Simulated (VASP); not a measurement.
# Al (Fd-3m) in VASP: further runs, part 2 of 2

VASP 6.6.1.

## 5. Single point, RPBE (volume scaled by 1.08)

Input file INCAR:

```
ALGO = Normal
EDIFF = 1E-6
ENCUT = 520
GGA = RP
ISIF = 2
ISMEAR = -1
LASPH = T
LCHARG = F
LREAL = F
LWAVE = F
NBANDS = 10
NELM = 80
PREC = Accurate
SIGMA = 0.1
```

Input file KPOINTS:

```
k-points
0
Gamma
  10 10 10
```

Input file POSCAR:

```
Al
1.0
    0.0000000000      3.1279624677      3.1279624677
    3.1279624677      0.0000000000      3.1279624677
    3.1279624677      3.1279624677      0.0000000000
Al
2
Direct
    0.1250000000      0.1250000000      0.1250000000
    0.8750000000      0.8750000000      0.8750000000
```

Potentials or basis: VASP PAW PBE potentials, release 64 (Al).

Command:

```
> cat potpaw_PBE.64/Al/POTCAR > POTCAR
> mpirun -np 1 vasp_std > vasp.out
```

OUTCAR:

```text
EDIFF = 1E-6
   ENCUT = 520
   GGA = RP
   ISIF = 2
   ISMEAR = -1
   LASPH = T
   LREAL = F
   NELM = 80
   PREC = Accurate

 ion  position               nearest neighbor table
   1  0.125  0.125  0.125-   2 2.71   2 2.71   2 2.71   2 2.71
   2  0.875  0.875  0.875-   1 2.71   1 2.71   1 2.71   1 2.71

  LATTYP: Found a face centered cubic cell.
 ALAT       =     6.2559249354

  Lattice vectors:

 A1 = (   0.0000000000,   3.1279624677,   3.1279624677)
 A2 = (   3.1279624677,   0.0000000000,   3.1279624677)
 A3 = (   3.1279624677,   3.1279624677,   0.0000000000)

Analysis of symmetry for initial positions (statically):
=====================================================================
 Subroutine PRICEL returns:
 Original cell was already a primitive cell.

 Routine SETGRP: Setting up the symmetry group for a
 face centered cubic supercell.

 Subroutine GETGRP returns: Found 48 space group operations
 (whereof 12 operations were pure point group operations)
 out of a pool of 48 trial point group operations.

The static configuration has the point symmetry D_3d.
 The point group associated with its full space group is O_h .

Analysis of symmetry for dynamics (positions and initial velocities):
=====================================================================
 Subroutine PRICEL returns:
 Original cell was already a primitive cell.

 Routine SETGRP: Setting up the symmetry group for a
 face centered cubic supercell.

 Subroutine GETGRP returns: Found 48 space group operations
 (whereof 12 operations were pure point group operations)
 out of a pool of 48 trial point group operations.

The dynamic configuration has the point symmetry D_3d.
 The point group associated with its full space group is O_h .

 Subroutine INISYM returns: Found 48 space group operations
 (whereof 12 operations are pure point group operations),
 and found     1 'primitive' translations

----------------------------------------------------------------------------------------
[... 114 lines left out ...]
  volume/ion in A,a.u.               =      30.60       206.53
  Fermi-wavevector in a.u.,A,eV,Ry     =   0.754838  1.426437  7.752332  0.569780
  Thomas-Fermi vector in A             =   1.852596
   LORBIT       =      0    0 simple, 1 ext, 2 COOP (PROOUT), +10 PAW based schemes
   GGA     = RP    functional components
   LHFCALC =     F    Hartree Fock is set to
   AEXX    =    0.0000 exact exchange contribution
   IVDW    =     0    specifies the selected vdW correction
   LEPSILON=     F    determine dielectric tensor
   LRPA    =     F    only Hartree local field effects (RPA)
 non-spin polarized calculation
  energy-cutoff  :      520.00
  volume of cell :       61.21
 maximum number of plane-waves:      1676
 NGX is ok and might be reduce to    36
   NGX = 17   NGY = 17   NGZ = 17

 number of electron       6.0000000 magnetization

 Free energy of the ion-electron system (eV)
  ---------------------------------------------------
  ext. energy  EPLUGINS =         0.00000000
  ---------------------------------------------------
  free energy    TOTEN  =        -5.55249837 eV

  energy without entropy =       -5.49744462  energy(sigma->0) =       -5.52497150

 E-fermi :   2.2481     XC(G=0):  -7.7138

 val. band max:        2.2239604421   @ k =   0.5000   0.3000   0.0000
 cond. band min:       2.3615688569   @ k =  -0.3000   0.3000   0.1000
 fundamental gap:      0.1376084148
 Fermi energy:         2.2481009131

 k-point     1 :       0.0000    0.0000    0.0000
  band No.  band energies     occupation
      1      -5.1822      2.00000
      2       4.1620      0.00000
      3       4.1620      0.00000
      4       4.1620      0.00000
      5       5.9965      0.00000
      6       5.9965      0.00000
      7       5.9965      0.00000
      8       6.5207      0.00000
      9       9.6910      0.00000
     10       9.8465      0.00000
[... 287 lines left out ...]
 k-point    24 :       0.4000    0.3000    0.0000
  band No.  band energies     occupation
      1      -3.5133      2.00000
      2      -0.1172      2.00000
      3       1.8598      1.95964
      4       2.2165      1.15655
      5       4.6927      0.00000
      6       5.5807      0.00000
      7       9.4298      0.00000
      8       9.5087      0.00000
      9      11.9943      0.00000
     10      12.3588      0.00000

 [... further k-points ...]
[... 5 lines left out ...]
  --------------------------------------------------------------------------------------
  -------------------------------------------------------------------------------------
  Total       -0.8918097     -0.8918097     -0.8918097     -0.0000000     -0.0000000      0.0000000
  in kB      -23.3436175    -23.3436175    -23.3436175     -0.0000000     -0.0000000      0.0000000
  external PRESSURE =     -23.3436175 kB  Pullay stress =       0.0000000 kB

 VOLUME and BASIS-vectors are now :
 -----------------------------------------------------------------------------
  energy-cutoff  :      520.00
  volume of cell :       61.21
      direct lattice vectors                 reciprocal lattice vectors
     0.000000000  3.127962468  3.127962468    -0.159848465  0.159848465  0.159848465
     3.127962468  0.000000000  3.127962468     0.159848465 -0.159848465  0.159848465
     3.127962468  3.127962468  0.000000000     0.159848465  0.159848465 -0.159848465

 POSITION                                       TOTAL-FORCE (eV/Angst)
 -----------------------------------------------------------------------------------
      0.78199      0.78199      0.78199         0.000000      0.000000      0.000000
      5.47393      5.47393      5.47393        -0.000000     -0.000000     -0.000000
 -----------------------------------------------------------------------------------
    total drift:                               -0.000000      0.000000      0.000000

  FREE ENERGIE OF THE ION-ELECTRON SYSTEM (eV)
  ---------------------------------------------------
  free  energy   TOTEN  =        -5.5524983719 eV

  energy  without entropy=       -5.4974446198  energy(sigma->0) =       -5.52497150
```

stdout:

```text
POSCAR found type information on POSCAR Al
 POSCAR found :  1 types and       2 ions
 scaLAPACK will be used
 -----------------------------------------------------------------------------
|                                                                             |
|                                                                             |
|     You enforced a specific xc type in the INCAR file but a different       |
|     I HOPE YOU KNOW WHAT YOU ARE DOING!                                     |
|                                                                             |
 -----------------------------------------------------------------------------

 LDA part: xc-table for (Slater+PW92), standard interpolation
 POSCAR, INCAR and KPOINTS ok, starting setup
 FFT: planning ... GRIDC
 FFT: planning ... GRID_SOFT
 FFT: planning ... GRID
 WAVECAR not read
 entering main loop
```

It took 66 s on 1 thread of AMD EPYC 7R13, shared host; peak memory 0.16 GiB.

Results:

```
Free energy            : -5.5525 eV
Pressure               : -2.3 GPa
Band gap on the k mesh : zero (band 3 reaches 4.16 eV, above the bottom of band 4 at 1.12 eV)
```

Caveat: the PAW data sets were made with another functional, which shifts forces and pressure a little.

## 6. The runs side by side

```csv
cell,gap on the mesh (eV),pressure (GPa)
"a = 4.253 Å, angles 60.0°, 2 atoms",none,1.5
"a = 4.312 Å, angles 60.0°, 2 atoms",none,-0.1
"a = 4.368 Å, angles 60.0°, 2 atoms",none,-1.3
"a = 4.424 Å, angles 60.0°, 2 atoms",none,-2.3
```

Alike in all rows: task single point; level RPBE; potentials or basis VASP PAW PBE potentials, release 64 (Al); no spin polarisation; k mesh 10 × 10 × 10; cutoff (eV) 520; smearing fermi-dirac 0.1 eV.

Caveats: the PAW data sets were made with another functional, which shifts forces and pressure a little.

Absolute energies hang on the potentials; compare differences alone.
